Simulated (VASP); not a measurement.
# SiC in VASP: further runs, part 2 of 2

VASP 6.6.1. Earlier steps stand in the parts before.

### 5 Single point, PBE

This run uses another cell than the first one, of 9.74 Å³/atom, 1.027 times its volume.

The input, INCAR:

```
ALGO = Normal ; EDIFF = 1E-7
ENCUT = 520 ; GGA = PE
ISIF = 2 ; ISMEAR = 0
LASPH = True ; LCHARG = False
LREAL = False ; LWAVE = False
NBANDS = 11 ; NELM = 100
PREC = Accurate ; SIGMA = 0.05
```

The input, KPOINTS:

```
k-points
0
Gamma
  12 12 12
```

The input, POSCAR:

```
SiC
1.0
    0.0000000000      2.1359640939      2.1359640939
    2.1359640939      0.0000000000      2.1359640939
    2.1359640939      2.1359640939      0.0000000000
Si C
1 1
Direct
    0.0000000000      0.0000000000      0.0000000000
    0.7500000000      0.7500000000      0.7500000000
```

Potentials or basis: VASP PAW PBE potentials, release 64 (Si, C).

Command:

```sh
$ cat potpaw_PBE.64/Si/POTCAR potpaw_PBE.64/C/POTCAR > POTCAR
$ mpirun -np 1 vasp_std > vasp.out
```

OUTCAR:

```text
EDIFF = 1E-7
   ENCUT = 520
   GGA = PE
   ISIF = 2
   ISMEAR = 0
   LASPH = True
   LREAL = False
   NELM = 100
   PREC = Accurate

 ion  position               nearest neighbor table
   1  0.000  0.000  0.000-   2 1.85   2 1.85   2 1.85   2 1.85
   2  0.750  0.750  0.750-   1 1.85   1 1.85   1 1.85   1 1.85

  LATTYP: Found a face centered cubic cell.
 ALAT       =     4.2719281878

  Lattice vectors:

 A1 = (   0.0000000000,   2.1359640939,   2.1359640939)
 A2 = (   2.1359640939,   0.0000000000,   2.1359640939)
 A3 = (   2.1359640939,   2.1359640939,   0.0000000000)

Analysis of symmetry for initial positions (statically):
=====================================================================
 Subroutine PRICEL returns:
 Original cell was already a primitive cell.

 Routine SETGRP: Setting up the symmetry group for a
 face centered cubic supercell.

 Subroutine GETGRP returns: Found 24 space group operations
 (whereof 24 operations were pure point group operations)
 out of a pool of 48 trial point group operations.

The static configuration has the point symmetry T_d .

Analysis of symmetry for dynamics (positions and initial velocities):
=====================================================================
 Subroutine PRICEL returns:
 Original cell was already a primitive cell.

 Routine SETGRP: Setting up the symmetry group for a
 face centered cubic supercell.

 Subroutine GETGRP returns: Found 24 space group operations
 (whereof 24 operations were pure point group operations)
 out of a pool of 48 trial point group operations.

The dynamic configuration has the point symmetry T_d .

 Subroutine INISYM returns: Found 24 space group operations
 (whereof 24 operations are pure point group operations),
 and found     1 'primitive' translations

----------------------------------------------------------------------------------------

                                     Primitive cell

  volume of cell :      19.4900

  direct lattice vectors                    reciprocal lattice vectors
     0.000000000  2.135964094  2.135964094    -0.234086332  0.234086332  0.234086332
     2.135964094  0.000000000  2.135964094     0.234086332 -0.234086332  0.234086332
     2.135964094  2.135964094  0.000000000     0.234086332  0.234086332 -0.234086332

  length of vectors
     3.020709390  3.020709390  3.020709390     0.405449420  0.405449420  0.405449420

  position of ions in fractional coordinates (direct lattice)
     0.000000000  0.000000000  0.000000000
     0.750000000  0.750000000  0.750000000

  ion indices of the primitive-cell ions
   primitive index   ion index
                 1           1
                 2           2

----------------------------------------------------------------------------------------

 KPOINTS: k-points

Automatic generation of k-mesh.
 Grid dimensions read from file:
 generate k-points for:   12   12   12

 Generating k-lattice:

  Cartesian coordinates                     Fractional coordinates (reciprocal lattice)
    -0.019507194  0.019507194  0.019507194     0.083333333  0.000000000  0.000000000
     0.019507194 -0.019507194  0.019507194     0.000000000  0.083333333  0.000000000
     0.019507194  0.019507194 -0.019507194     0.000000000  0.000000000  0.083333333

  Length of vectors
     0.033787452  0.033787452  0.033787452

  Shift w.r.t. Gamma in fractional coordinates (k-lattice)
     0.000000000  0.000000000  0.000000000

 Subroutine IBZKPT returns following result:
 ===========================================

 Found     72 irreducible k-points:

 Following reciprocal coordinates:
            Coordinates               Weight
  0.000000  0.000000  0.000000      1.000000
  0.083333  0.000000  0.000000      8.000000
  0.166667  0.000000  0.000000      8.000000
  0.250000  0.000000  0.000000      8.000000
  0.333333  0.000000  0.000000      8.000000
  0.416667  0.000000  0.000000      8.000000
[... 16 lines left out ...]
  0.500000  0.166667  0.000000     24.000000
 -0.416667  0.166667  0.000000     24.000000
 [... further k-points ...]
   k-points           NKPTS =     72   k-points in BZ     NKDIM =     72   number of bands    NBANDS=     11
   number of dos      NEDOS =    301   number of ions     NIONS =      2
   total plane-waves  NPLWV =  13824
   dimension x,y,z NGX =    24 NGY =   24 NGZ =   24
   dimension x,y,z NGXF=    48 NGYF=   48 NGZF=   48
   ions per type =               1   1
   NGX,Y,Z   is equivalent  to a cutoff of  13.21, 13.21, 13.21 a.u.
   NGXF,Y,Z  is equivalent  to a cutoff of  26.42, 26.42, 26.42 a.u.
 SYSTEM =  unknown system
   PREC   = accura    normal or accurate (medium, high low for compatibility)
   ISTART =      0    job   : 0-new  1-cont  2-samecut
   ICHARG =      2    charge: 1-file 2-atom 10-const
   ISPIN  =      1    spin polarized calculation?
   LNONCOLLINEAR =      F non collinear calculations
   LSORBIT =      F    spin-orbit coupling
   LASPH  =      T    aspherical Exc in radial PAW
   ENCUT  =  520.0 eV  38.22 Ry    6.18 a.u.   5.62  5.62  5.62*2*pi/ulx,y,z
   NELM   =    100;   NELMIN=  2; NELMDL= -5     # of ELM steps
   EDIFF  = 0.1E-06   stopping-criterion for ELM
   LREAL  =      F    real-space projection
   EDIFFG = 0.1E-05   stopping-criterion for IOM
   NSW    =      0    number of steps for IOM
   IBRION =     -1    ionic relax: 0-MD 1-quasi-New 2-CG
   NFREE  =      0    steps in history (QN), initial steepest desc. (CG)
   ISIF   =      2    stress and relaxation
   ISYM   =      2    0-nonsym 1-usesym 2-fastsym
   POTIM  = 0.5000    time-step for ionic-motion
   TEBEG  =    0.0;   TEEND  =   0.0 temperature during run
   PSTRESS=    0.0 pullay stress
   NELECT =       8.0000    total number of electrons
   NUPDOWN=      -1.0000    fix difference up-down
   EMIN   =  10.00;   EMAX   =-10.00  energy-range for DOS
   EFERMI =   0.00;   METHOD = LEGACY
   ISMEAR =     0;   SIGMA  =   0.05  broadening in eV -4-tet -1-fermi 0-gaus
   EFERMI_NEDOS =   21; number of points for ismear=-14 and -15
   IALGO  =     38    algorithm
   IMIX   =      4    mixing-type and parameters
     AMIX     =   0.40;   BMIX     =  1.00
     AMIX_MAG =   1.60;   BMIX_MAG =  1.00
  volume/ion in A,a.u.               =       9.74        65.76
  Fermi-wavevector in a.u.,A,eV,Ry     =   1.216655  2.299145 20.140025  1.480250
  Thomas-Fermi vector in A             =   2.352002
   LORBIT       =      0    0 simple, 1 ext, 2 COOP (PROOUT), +10 PAW based schemes
   GGA     = PE    functional components
   LHFCALC =     F    Hartree Fock is set to
   AEXX    =    0.0000 exact exchange contribution
   IVDW    =     0    specifies the selected vdW correction
   LEPSILON=     F    determine dielectric tensor
   LRPA    =     F    only Hartree local field effects (RPA)
 non-spin polarized calculation
 Gauss-broadening in eV      SIGMA  =   0.05
  energy-cutoff  :      520.00
  volume of cell :       19.49
 maximum number of plane-waves:       544
   NGX = 11   NGY = 11   NGZ = 11

 number of electron       7.9999999 magnetization

 Free energy of the ion-electron system (eV)
  ---------------------------------------------------
  ext. energy  EPLUGINS =         0.00000000
  ---------------------------------------------------
  free energy    TOTEN  =       -14.97946279 eV

  energy without entropy =      -14.97946279  energy(sigma->0) =      -14.97946279

 E-fermi :   9.0383     XC(G=0): -11.6196

 val. band max:        8.7923034410   @ k =   0.0000   0.0000   0.0000
 cond. band min:      10.0911890201   @ k =   0.5000   0.5000   0.0000
 fundamental gap:      1.2988855791
 Fermi energy:         9.0382973687

 k-point     1 :       0.0000    0.0000    0.0000
  band No.  band energies     occupation
      1      -7.0884      2.00000
      2       8.7923      2.00000
      3       8.7923      2.00000
      4       8.7923      2.00000
      5      15.7322      0.00000
      6      16.5290      0.00000
      7      16.5290      0.00000
      8      16.5290      0.00000
      9      23.6561      0.00000
     10      23.6561      0.00000
     11      26.2212      0.00000
[... 309 lines left out ...]
 k-point    24 :      -0.4167    0.1667    0.0000
  band No.  band energies     occupation
      1      -2.9608      2.00000
      2       0.4906      2.00000
      3       5.6329      2.00000
      4       7.2464      2.00000
      5      14.1280      0.00000
      6      17.0086      0.00000
      7      17.6517      0.00000
      8      20.5502      0.00000
      9      24.0782      0.00000
     10      24.7229      0.00000
     11      27.6623      0.00000

 [... further k-points ...]
[... 5 lines left out ...]
  --------------------------------------------------------------------------------------
  -------------------------------------------------------------------------------------
  Total        2.2258134      2.2258134      2.2258134      0.0000000     -0.0000000      0.0000000
  in kB      182.9732087    182.9732087    182.9732087      0.0000000     -0.0000000      0.0000000
  external PRESSURE =     182.9732087 kB  Pullay stress =       0.0000000 kB

 VOLUME and BASIS-vectors are now :
 -----------------------------------------------------------------------------
  energy-cutoff  :      520.00
  volume of cell :       19.49
      direct lattice vectors                 reciprocal lattice vectors
     0.000000000  2.135964094  2.135964094    -0.234086332  0.234086332  0.234086332
     2.135964094  0.000000000  2.135964094     0.234086332 -0.234086332  0.234086332
     2.135964094  2.135964094  0.000000000     0.234086332  0.234086332 -0.234086332

 POSITION                                       TOTAL-FORCE (eV/Angst)
 -----------------------------------------------------------------------------------
      0.00000      0.00000      0.00000        -0.000000     -0.000000     -0.000000
      3.20395      3.20395      3.20395         0.000000      0.000000      0.000000
 -----------------------------------------------------------------------------------
    total drift:                               -0.000000     -0.000000     -0.000000

  FREE ENERGIE OF THE ION-ELECTRON SYSTEM (eV)
  ---------------------------------------------------
  free  energy   TOTEN  =       -14.9794627913 eV

  energy  without entropy=      -14.9794627913  energy(sigma->0) =      -14.97946279
```

OSZICAR:

```text
N       E                     dE             d eps       ncg     rms          rms(c)
DAV:   1     0.439024507957E+01    0.43902E+01   -0.41085E+03  1640   0.619E+02
DAV:   2    -0.164244682401E+02   -0.20815E+02   -0.20071E+02  1983   0.115E+02
DAV:   3    -0.170063434911E+02   -0.58188E+00   -0.58073E+00  1950   0.159E+01
DAV:   4    -0.170083739970E+02   -0.20305E-02   -0.20304E-02  1807   0.120E+00
DAV:   5    -0.170083820603E+02   -0.80634E-05   -0.80633E-05  1941   0.704E-02    0.946E+00
DAV:   6    -0.150573339800E+02    0.19510E+01   -0.65925E+00  1770   0.118E+01    0.425E+00
DAV:   7    -0.149874627560E+02    0.69871E-01   -0.46677E-01  1901   0.386E+00    0.190E+00
DAV:   8    -0.149792508589E+02    0.82119E-02   -0.21179E-02  1767   0.973E-01    0.170E-01
DAV:   9    -0.149793602485E+02   -0.10939E-03   -0.14889E-03  1968   0.226E-01    0.115E-01
DAV:  10    -0.149794606409E+02   -0.10039E-03   -0.20598E-04  1779   0.894E-02    0.260E-02
DAV:  11    -0.149794623887E+02   -0.17478E-05   -0.34170E-05  1893   0.314E-02    0.667E-03
DAV:  12    -0.149794627522E+02   -0.36352E-06   -0.15970E-06  1860   0.764E-03    0.117E-03
DAV:  13    -0.149794627913E+02   -0.39124E-07   -0.69247E-08  1445   0.190E-03
   1 F= -.14979463E+02 E0= -.14979463E+02  d E =-.150656E-14
```

Wall time 7.3 s (1 thread of Intel Xeon Platinum 8488C (Sapphire Rapids), shared host); peak memory 0.13 GiB.

What came out:

```yaml
Free_energy: -14.9795 eV
Pressure: 18.3 GPa
Band_gap_on_the_k_mesh: 1.30 eV, indirect (least direct gap 4.60 eV)
```

A k mesh can miss the band edges.

### 6 Summary

| cell | gap on the mesh (eV) | pressure (GPa) | largest force (eV/Å) |
| --- | --- | --- | --- |
| a = 3.010, b = 3.010, c = 2.979 Å, angles 59.6, 59.6, 60.0°, 2 atoms | 1.20 | 26.1 | 0.26 |
| a = 2.947, b = 2.947, c = 3.044 Å, angles 61.1, 61.1, 60.0°, 2 atoms | 1.11 | 26.8 | 0.62 |
| a = 2.931, b = 2.931, c = 3.062 Å, angles 61.4, 61.4, 60.0°, 2 atoms | 1.04 | 27.5 | 0.77 |
| a = 3.021 Å, angles 60.0°, 2 atoms | 1.30 | 18.3 | - |

Alike in all rows: task single point; level PBE; potentials or basis VASP PAW PBE potentials, release 64 (Si, C); no spin polarisation; k mesh 12 × 12 × 12; cutoff (eV) 520; smearing gaussian 0.05 eV.

Total energies depend on the potentials used, so only differences within one code and one set of settings carry meaning.
